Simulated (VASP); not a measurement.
Wanted: the native input for a VASP 6.6.1 run.

- Task: single point
- Functional: BLYP
- Potentials or basis: VASP PAW PBE potentials, release 64 (Mn_pv, S)
- Cutoff: 520 eV
- k mesh: 8 × 8 × 4
- Occupations: fermi-dirac, width 0.05 eV
- Spin: collinear spin, ferromagnetic start
- Starting moments: [4.0, 4.0, 0.0, 0.0] μB
- Dipole correction: no
- Further INCAR settings: ALGO = Normal; EDIFF = 1e-06; NBANDS = 31

The structure of MnS lies in POSCAR:

```
MnS
1.0
    3.9535769233      0.0000000000      0.0000000000
   -1.9767884617      3.4238980514      0.0000000000
    0.0000000000      0.0000000000      6.3425288600
Mn S
2 2
Direct
    0.6666666667      0.3333333333      0.4988446700
    0.3333333333      0.6666666667      0.9988446700
    0.3333333333      0.6666666667      0.6261543000
    0.6666666667      0.3333333333      0.1261543000
```

These files were run (other wordings do the same):

INCAR

```
PREC = Accurate ; ENCUT = 520
EDIFF = 1E-6 ; ISMEAR = -1
SIGMA = 0.05 ; LREAL = F
LASPH = T ; NELM = 150
ALGO = Normal ; ISIF = 2
LWAVE = F ; LCHARG = F
ISPIN = 2 ; MAGMOM = 4 4 0 0
LORBIT = 11 ; LMAXMIX = 4
GGA = B5 ; ALDAX = 1.0
AGGAX = 1.0 ; AGGAC = 1.0
ALDAC = 0.0 ; NBANDS = 31
```

KPOINTS

```
regular mesh
0
Gamma
  8 8 4
```

Potentials or basis: VASP PAW PBE potentials, release 64 (Mn_pv, S).

Command:

```bash
$ cat potpaw_PBE.64/Mn_pv/POTCAR potpaw_PBE.64/S/POTCAR > POTCAR
$ mpirun -np 1 vasp_std > vasp.out
```

Results of the run:

```
Pressure                                              : 5.5 GPa
Largest force                                         : 0.295 eV/Å
Net moment                                            : 9.72 μB per cell
Site moments                                          : Mn +4.25; S +0.12 μB
Valence electrons inside the program's atomic spheres : Mn 11.44; S 3.80
```

Caveat: the cell stands under pressure; the PAW data sets were made with another functional, which shifts forces and pressure a little; only a ferromagnetic start was run, and an antiferromagnetic order may lie lower in energy.

Wall time 3 min on 1 thread of Intel Xeon 8259CL, with other jobs on the host, peak memory 0.3 GiB.
